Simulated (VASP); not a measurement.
# Li2Mg (P6_3/mmc) in VASP: notebook, part 2 of 2

VASP 6.6.1.

**3. Single point, LDA**

Contents of INCAR:

```
PREC = Accurate
ENCUT = 520
EDIFF = 1E-6
ISMEAR = 1
SIGMA = 0.15
LREAL = F
LASPH = T
NELM = 60
ALGO = Normal
ISIF = 2
LWAVE = F
LCHARG = F
NBANDS = 17
```

Contents of KPOINTS:

```
Automatic mesh
0
Gamma
  10 10 2
```

Contents of POSCAR:

```
Li2Mg
1.0
    3.0782697400      0.0000000000      0.0000000000
   -1.5391348700      2.6658597945      0.0000000000
    0.0000000000      0.0000000000     15.4338964700
Li Mg
4 2
Direct
    0.6666666667      0.3333333333      0.5827943500
    0.3333333333      0.6666666667      0.0827943500
    0.3333333333      0.6666666667      0.4172056500
    0.6666666667      0.3333333333      0.9172056500
    0.3333333333      0.6666666667      0.7500000000
    0.6666666667      0.3333333333      0.2500000000
```

Potentials or basis: VASP PAW LDA potentials, release 64 (Li_sv, Mg).

Launch:

```console
$ cat potpaw_LDA.64/Li_sv/POTCAR potpaw_LDA.64/Mg/POTCAR > POTCAR
$ mpirun -np 1 vasp_std > vasp.out
```

OUTCAR:

```text
PREC = Accurate
   ENCUT = 520
   EDIFF = 1E-6
   ISMEAR = 1
   LREAL = F
   LASPH = T
   NELM = 60
   ISIF = 2

 ion  position               nearest neighbor table
   1  0.667  0.333  0.583-
   2  0.333  0.667  0.083-
   3  0.333  0.667  0.417-
   4  0.667  0.333  0.917-
   5  0.333  0.667  0.750-
   6  0.667  0.333  0.250-

  LATTYP: Found a hexagonal cell.
 ALAT       =     3.0782697400
 C/A-ratio  =     5.0138219758

  Lattice vectors:

 A1 = (   3.0782697400,   0.0000000000,   0.0000000000)
 A2 = (  -1.5391348700,   2.6658597945,   0.0000000000)
 A3 = (   0.0000000000,   0.0000000000,  15.4338964700)

Analysis of symmetry for initial positions (statically):
=====================================================================
 Subroutine PRICEL returns:
 Original cell was already a primitive cell.

 Routine SETGRP: Setting up the symmetry group for a
 hexagonal supercell.

[... 172 lines left out ...]
  ---------------------------------------------------
  free energy    TOTEN  =       -11.84864649 eV

  energy without entropy =      -11.84881645  energy(sigma->0) =      -11.84870314

 E-fermi :   1.2193     XC(G=0):  -7.7078

 val. band max:        1.2110426181   @ k =   0.4000   0.1000   0.0000
 cond. band min:       1.2817684592   @ k =   0.4000   0.2000   0.0000
 fundamental gap:      0.0707258411
 Fermi energy:         1.2192777032

 k-point     1 :       0.0000    0.0000    0.0000
  band No.  band energies     occupation
      1     -44.3856      2.00000
      2     -44.3856      2.00000
      3     -44.3774      2.00000
      4     -44.3774      2.00000
      5      -4.3499      2.00000
      6      -4.3067      2.00000
[... 457 lines left out ...]
      4     -44.3678      2.00000
      5      -0.1962      2.00000
      6      -0.1962      2.00000
[... 9 lines left out ...]
     16       5.8249      0.00000
     17       6.9804      0.00000

 [... further k-points ...]
[... 5 lines left out ...]
  --------------------------------------------------------------------------------------
  -------------------------------------------------------------------------------------
  Total       -1.0757886     -1.0757886     -1.2863772     -0.0000000      0.0000000      0.0000000
  in kB      -13.6087417    -13.6087417    -16.2726898     -0.0000000      0.0000000      0.0000000
  external PRESSURE =     -14.4967244 kB  Pullay stress =       0.0000000 kB

 VOLUME and BASIS-vectors are now :
 -----------------------------------------------------------------------------
  energy-cutoff  :      520.00
  volume of cell :      126.65
      direct lattice vectors                 reciprocal lattice vectors
     3.078269740  0.000000000  0.000000000     0.324857821  0.187556750  0.000000000
    -1.539134870  2.665859795  0.000000000     0.000000000  0.375113501  0.000000000
     0.000000000  0.000000000 15.433896470     0.000000000  0.000000000  0.064792452

 POSITION                                       TOTAL-FORCE (eV/Angst)
 -----------------------------------------------------------------------------------
      1.53913      0.88862      8.99479        -0.000000      0.000000      0.036920
     -0.00000      1.77724      1.27784         0.000000     -0.000000      0.036920
     -0.00000      1.77724      6.43911         0.000000      0.000000     -0.036920
      1.53913      0.88862     14.15606        -0.000000     -0.000000     -0.036920
     -0.00000      1.77724     11.57542        -0.000000     -0.000000     -0.000000
      1.53913      0.88862      3.85847         0.000000     -0.000000     -0.000000
 -----------------------------------------------------------------------------------
    total drift:                               -0.000000      0.000000      0.000000

  FREE ENERGIE OF THE ION-ELECTRON SYSTEM (eV)
  ---------------------------------------------------
  free  energy   TOTEN  =       -11.8486464912 eV

  energy  without entropy=      -11.8488164486  energy(sigma->0) =      -11.84870314
```

OSZICAR:

```text
N       E                     dE             d eps       ncg     rms          rms(c)
DAV:   1     0.583486471624E+02    0.58349E+02   -0.66327E+03   952   0.853E+02
DAV:   2     0.305338356805E+01   -0.55295E+02   -0.52382E+02  1162   0.204E+02
DAV:   3    -0.116872744562E+02   -0.14741E+02   -0.14534E+02  1832   0.461E+01
DAV:   4    -0.122138589106E+02   -0.52658E+00   -0.52443E+00  1257   0.164E+01
DAV:   5    -0.122468533851E+02   -0.32994E-01   -0.32986E-01  1603   0.262E+00    0.169E+00
DAV:   6    -0.118707998387E+02    0.37605E+00   -0.68302E-01  1131   0.235E+00    0.764E-01
DAV:   7    -0.118575977962E+02    0.13202E-01   -0.18877E-02  1373   0.498E-01    0.464E-01
DAV:   8    -0.118486578533E+02    0.89399E-02   -0.37787E-03  1236   0.318E-01    0.414E-02
DAV:   9    -0.118486594301E+02   -0.15768E-05   -0.80675E-04  1573   0.167E-01    0.340E-02
DAV:  10    -0.118486493207E+02    0.10109E-04   -0.17099E-05  1365   0.253E-02    0.130E-02
DAV:  11    -0.118486465597E+02    0.27610E-05   -0.57107E-06  1453   0.111E-02    0.129E-03
DAV:  12    -0.118486464912E+02    0.68438E-07   -0.28350E-07   714   0.391E-03
   1 F= -.11848646E+02 E0= -.11848703E+02  d E =0.169957E-03
```

stdout:

```text
POSCAR found type information on POSCAR LiMg
 POSCAR found :  2 types and       6 ions
 scaLAPACK will be used
 LDA part: xc-table for (Slater(with rela. corr.)+CA(PZ))
 , standard interpolation
 POSCAR, INCAR and KPOINTS ok, starting setup
 FFT: planning ... GRIDC
 FFT: planning ... GRID_SOFT
 FFT: planning ... GRID
 WAVECAR not read
 entering main loop
```

It took 32 s on 1 thread of AMD EPYC 9R45 (Zen 5), shared host; peak memory 0.19 GiB.

What came out:

| Item | Value |
| --- | --- |
| Free energy | -11.8486 eV |
| Largest force | 0.037 eV/Å |
| Band gap on the k mesh | zero (band 8 reaches 2.43 eV, above the bottom of band 9 at -1.03 eV) |

Forces in eV/Å, atoms in the order of the input:
```
Li   0.000  0.000  0.037
Li   0.000  0.000  0.037
Li   0.000  0.000 -0.037
Li   0.000  0.000 -0.037
Mg   0.000  0.000  0.000
Mg   0.000  0.000  0.000
```

Caveat: the cutoff is under 1.25 times the usual one of these potentials, so pressure, stress and relaxed cells hold a basis-set (Pulay) error.

**4. Single point, LDA**

Contents of INCAR:

```
SYSTEM = Li2Mg
PREC = Accurate
ENCUT = 520
EDIFF = 1E-6
ISMEAR = 1
SIGMA = 0.1
LREAL = .FALSE.
LASPH = .TRUE.
NELM = 100
ALGO = Normal
ISIF = 2
LWAVE = .FALSE.
LCHARG = .TRUE.
LELF = .TRUE.
LVHAR = .TRUE.
NBANDS = 17
```

Contents of KPOINTS:

```
regular mesh
0
G
  10 10 2
  0 0 0
```

POSCAR is that of step 3.

Launch:

```console
$ cat potpaw_LDA.64/Li_sv/POTCAR potpaw_LDA.64/Mg/POTCAR > POTCAR
$ mpirun -np 1 vasp_std > vasp.out
```

Wall time 33 s (1 thread of AMD EPYC 9R45 (Zen 5), shared host); peak memory 0.19 GiB.

Results (log left out):

```yaml
Free_energy: -11.8492 eV
Largest_force: 0.034 eV/Å
Band_gap_on_the_k_mesh: zero (band 8 reaches 2.42 eV, above the bottom of band 9 at -1.03 eV)
```

Forces on the atoms (eV/Å):
```
Li   0.000  0.000  0.034
Li   0.000  0.000  0.034
Li   0.000  0.000 -0.034
Li   0.000  0.000 -0.034
Mg   0.000  0.000  0.000
Mg   0.000  0.000  0.000
```

Levels at points of the mesh, in eV from the Fermi level:
```csv
k point,band 6,band 7,band 8,band 9,band 10,band 11
"(0.00, 0.00, 0.00)",-5.54,-3.18,-2.28,-2.25,-0.64,1.47
"(0.50, 0.00, 0.00)",-0.79,-0.52,-0.47,0.17,0.71,1.95
"(0.00, 0.00, 0.50)",-5.56,-2.94,-2.94,-1.32,-1.32,2.41
"(0.50, 0.00, 0.50)",-0.86,-0.50,-0.50,0.43,0.43,2.14
```

Caveat: the cutoff is under 1.25 times the usual one of these potentials, so pressure, stress and relaxed cells hold a basis-set (Pulay) error.

**5. Single point, LDA**

Contents of INCAR:

```
PREC = Accurate
ENCUT = 520
EDIFF = 1E-7
ISMEAR = 1
SIGMA = 0.05
LREAL = F
LASPH = T
NELM = 80
ALGO = Normal
ISIF = 2
LWAVE = F
LCHARG = F
NBANDS = 17
```

Contents of KPOINTS:

```
regular mesh
0
Gamma
  10 10 2
```

POSCAR is that of step 4.

Potentials or basis: VASP PAW LDA potentials, release 64 (Li_sv, Mg).

Launch:

```console
$ cat potpaw_LDA.64/Li_sv/POTCAR potpaw_LDA.64/Mg/POTCAR > POTCAR
$ mpirun -np 1 vasp_std > vasp.out
```

OUTCAR:

```text
PREC = Accurate
   ENCUT = 520
   EDIFF = 1E-7
   ISMEAR = 1
   LREAL = F
   LASPH = T
   NELM = 80
   ISIF = 2

 ion  position               nearest neighbor table
   1  0.667  0.333  0.583-
   2  0.333  0.667  0.083-
   3  0.333  0.667  0.417-
   4  0.667  0.333  0.917-
   5  0.333  0.667  0.750-
   6  0.667  0.333  0.250-

  LATTYP: Found a hexagonal cell.
 ALAT       =     3.0782697400
 C/A-ratio  =     5.0138219758

  Lattice vectors:

 A1 = (   3.0782697400,   0.0000000000,   0.0000000000)
 A2 = (  -1.5391348700,   2.6658597945,   0.0000000000)
 A3 = (   0.0000000000,   0.0000000000,  15.4338964700)

Analysis of symmetry for initial positions (statically):
=====================================================================
 Subroutine PRICEL returns:
 Original cell was already a primitive cell.

 Routine SETGRP: Setting up the symmetry group for a
 hexagonal supercell.

 Subroutine GETGRP returns: Found 24 space group operations
 (whereof 12 operations were pure point group operations)
 out of a pool of 24 trial point group operations.

The static configuration has the point symmetry D_3d.
 The point group associated with its full space group is D_6h.

Analysis of symmetry for dynamics (positions and initial velocities):
=====================================================================
 Subroutine PRICEL returns:
 Original cell was already a primitive cell.

 Routine SETGRP: Setting up the symmetry group for a
 hexagonal supercell.

 Subroutine GETGRP returns: Found 24 space group operations
 (whereof 12 operations were pure point group operations)
[... 123 lines left out ...]
   NUPDOWN=      -1.0000    fix difference up-down
   EMIN   =  10.00;   EMAX   =-10.00  energy-range for DOS
   EFERMI =   0.00;   METHOD = LEGACY
   ISMEAR =     1;   SIGMA  =   0.05  broadening in eV -4-tet -1-fermi 0-gaus
   EFERMI_NEDOS =   21; number of points for ismear=-14 and -15
   IALGO  =     38    algorithm
   IMIX   =      4    mixing-type and parameters
     AMIX     =   0.40;   BMIX     =  1.00
     AMIX_MAG =   1.60;   BMIX_MAG =  1.00
  volume/ion in A,a.u.               =      21.11       142.45
  Fermi-wavevector in a.u.,A,eV,Ry     =   0.821438  1.552293  9.180680  0.674761
  Thomas-Fermi vector in A             =   1.932597
   LORBIT       =      0    0 simple, 1 ext, 2 COOP (PROOUT), +10 PAW based schemes
   GGA     = CA    functional components
   LHFCALC =     F    Hartree Fock is set to
   AEXX    =    0.0000 exact exchange contribution
   IVDW    =     0    specifies the selected vdW correction
   LEPSILON=     F    determine dielectric tensor
   LRPA    =     F    only Hartree local field effects (RPA)
 non-spin polarized calculation
 Methfessel and Paxton  Order N= 1 SIGMA  =   0.05
  energy-cutoff  :      520.00
  volume of cell :      126.65
 maximum number of plane-waves:      3444
 NGX is ok and might be reduce to    24
   NGX = 11   NGY = 11   NGZ = 57

 number of electron      15.9999966 magnetization

 Free energy of the ion-electron system (eV)
  ---------------------------------------------------
  ext. energy  EPLUGINS =         0.00000000
  ---------------------------------------------------
  free energy    TOTEN  =       -11.85054600 eV

  energy without entropy =      -11.85180751  energy(sigma->0) =      -11.85096650

 E-fermi :   1.2317     XC(G=0):  -7.7082

 val. band max:        1.2174169536   @ k =   0.4000   0.1000   0.0000
 cond. band min:       1.2725529236   @ k =   0.4000   0.2000   0.0000
 fundamental gap:      0.0551359700
 Fermi energy:         1.2317283402

 k-point     1 :       0.0000    0.0000    0.0000
  band No.  band energies     occupation
      1     -44.3782      2.00000
      2     -44.3782      2.00000
      3     -44.3701      2.00000
      4     -44.3700      2.00000
      5      -4.3611      2.00000
      6      -4.3187      2.00000
[... 457 lines left out ...]
      4     -44.3604      2.00000
      5      -0.2060      2.00000
      6      -0.2060      2.00000
[... 9 lines left out ...]
     16       5.8276      0.00000
     17       6.9792      0.00000

 [... further k-points ...]
[... 5 lines left out ...]
  --------------------------------------------------------------------------------------
  -------------------------------------------------------------------------------------
  Total       -1.2795367     -1.2795367     -0.9979490      0.0000000     -0.0000000      0.0000000
  in kB      -16.1861577    -16.1861577    -12.6240699      0.0000000     -0.0000000      0.0000000
  external PRESSURE =     -14.9987951 kB  Pullay stress =       0.0000000 kB

 VOLUME and BASIS-vectors are now :
 -----------------------------------------------------------------------------
  energy-cutoff  :      520.00
  volume of cell :      126.65
      direct lattice vectors                 reciprocal lattice vectors
     3.078269740  0.000000000  0.000000000     0.324857821  0.187556750  0.000000000
    -1.539134870  2.665859795  0.000000000     0.000000000  0.375113501  0.000000000
     0.000000000  0.000000000 15.433896470     0.000000000  0.000000000  0.064792452

 POSITION                                       TOTAL-FORCE (eV/Angst)
 -----------------------------------------------------------------------------------
      1.53913      0.88862      8.99479        -0.000000     -0.000000      0.028175
     -0.00000      1.77724      1.27784         0.000000     -0.000000      0.028175
     -0.00000      1.77724      6.43911         0.000000      0.000000     -0.028175
      1.53913      0.88862     14.15606        -0.000000      0.000000     -0.028175
     -0.00000      1.77724     11.57542        -0.000000      0.000000      0.000000
      1.53913      0.88862      3.85847        -0.000000      0.000000      0.000000
 -----------------------------------------------------------------------------------
    total drift:                               -0.000000      0.000000      0.000000

  FREE ENERGIE OF THE ION-ELECTRON SYSTEM (eV)
  ---------------------------------------------------
  free  energy   TOTEN  =       -11.8505460015 eV

  energy  without entropy=      -11.8518075120  energy(sigma->0) =      -11.85096650
```

stdout:

```text
POSCAR found type information on POSCAR LiMg
 POSCAR found :  2 types and       6 ions
 scaLAPACK will be used
 LDA part: xc-table for (Slater(with rela. corr.)+CA(PZ))
 , standard interpolation
 POSCAR, INCAR and KPOINTS ok, starting setup
 FFT: planning ... GRIDC
 FFT: planning ... GRID_SOFT
 FFT: planning ... GRID
 WAVECAR not read
 entering main loop
```

Wall time 34 s (1 thread of AMD EPYC 9R45 (Zen 5), shared host); peak memory 0.19 GiB.

Results:

```yaml
Free_energy: -11.8505 eV
Largest_force: 0.028 eV/Å
Band_gap_on_the_k_mesh: zero (band 8 reaches 2.42 eV, above the bottom of band 9 at -1.03 eV)
```

Forces on the atoms (eV/Å):
```
Li   0.000  0.000  0.028
Li   0.000  0.000  0.028
Li   0.000  0.000 -0.028
Li   0.000  0.000 -0.028
Mg   0.000  0.000  0.000
Mg   0.000  0.000  0.000
```

Levels at points of the mesh, in eV from the Fermi level:
```csv
k point,band 4,band 5,band 6,band 7,band 8,band 9,band 10,band 11,band 12,band 13
"(0.00, 0.00, 0.00)",-45.60,-5.59,-5.55,-3.19,-2.28,-2.26,-0.65,1.46,3.72,5.03
"(0.50, 0.00, 0.00)",-45.59,-0.94,-0.80,-0.53,-0.48,0.17,0.71,1.95,2.39,2.88
"(0.00, 0.00, 0.50)",-45.60,-5.57,-5.57,-2.94,-2.94,-1.33,-1.33,2.41,2.41,6.69
"(0.50, 0.00, 0.50)",-45.59,-0.87,-0.87,-0.52,-0.52,0.43,0.43,2.14,2.14,3.06
```

Caveat: the cutoff is under 1.25 times the usual one of these potentials, so pressure, stress and relaxed cells hold a basis-set (Pulay) error.

**6. Single point, LDA**

Contents of INCAR:

```
SYSTEM = Li2Mg
PREC = Accurate
ENCUT = 520
EDIFF = 1E-7
ISMEAR = 1
SIGMA = 0.025
LREAL = .False.
LASPH = .True.
NELM = 100
ALGO = Normal
ISIF = 2
LWAVE = .False.
LCHARG = .True.
GGA = CA
LELF = .True.
LVHAR = .True.
NBANDS = 17
```

Contents of KPOINTS:

```
regular mesh
0
Gamma
  10 10 2
  0 0 0
```

POSCAR is that of step 5.

Potentials or basis: VASP PAW LDA potentials, release 64 (Li_sv, Mg).

Launch:

```console
$ cat potpaw_LDA.64/Li_sv/POTCAR potpaw_LDA.64/Mg/POTCAR > POTCAR
$ mpirun -np 1 vasp_std > vasp.out
```

Run time: 35 s. Hardware: 1 thread of AMD EPYC 9R45 (Zen 5), shared host; peak memory 0.19 GiB.

The run converged. Its results:

* Free energy: -11.8507 eV
* Largest force: 0.030 eV/Å
* Band gap on the k mesh: zero (band 8 reaches 2.42 eV, above the bottom of band 9 at -1.03 eV)

Forces on the atoms (eV/Å):
```
Li   0.000  0.000  0.030
Li   0.000  0.000  0.030
Li   0.000  0.000 -0.030
Li   0.000  0.000 -0.030
Mg   0.000  0.000  0.000
Mg   0.000  0.000  0.000
```

Levels at points of the mesh, in eV from the Fermi level:
```
           k point  band 4  band 5  band 6  band 7  band 8  band 9  band 10  band 11  band 12  band 13
(0.00, 0.00, 0.00)  -45.59   -5.58   -5.54   -3.18   -2.27   -2.25    -0.64     1.47     3.73     5.04
(0.50, 0.00, 0.00)  -45.58   -0.93   -0.79   -0.52   -0.47    0.18     0.72     1.96     2.40     2.89
(0.00, 0.00, 0.50)  -45.59   -5.56   -5.56   -2.93   -2.93   -1.32    -1.32     2.42     2.42     6.70
(0.50, 0.00, 0.50)  -45.58   -0.86   -0.86   -0.50   -0.50    0.44     0.44     2.15     2.15     3.07
```

Caveat: the cutoff is under 1.25 times the usual one of these potentials, so pressure, stress and relaxed cells hold a basis-set (Pulay) error.

**7. The runs side by side**

| smearing | gap on the mesh (eV) | largest force (eV/Å) |
| --- | --- | --- |
| methfessel-paxton 0.25 eV | none | 0.04 |
| methfessel-paxton 0.15 eV | none | 0.04 |
| methfessel-paxton 0.1 eV | none | 0.03 |
| methfessel-paxton 0.05 eV | none | 0.03 |
| methfessel-paxton 0.025 eV | none | 0.03 |

Alike in all rows: task single point; level LDA; potentials or basis VASP PAW LDA potentials, release 64 (Li_sv, Mg); no spin polarisation; cell as given; k mesh 10 × 10 × 2; cutoff (eV) 520.

Every run on the cell as given and a fine mesh finds a metal.

Caveats: the cutoff is under 1.25 times the usual one of these potentials, so pressure, stress and relaxed cells hold a basis-set (Pulay) error.

Absolute energies hang on the potentials; compare differences alone.
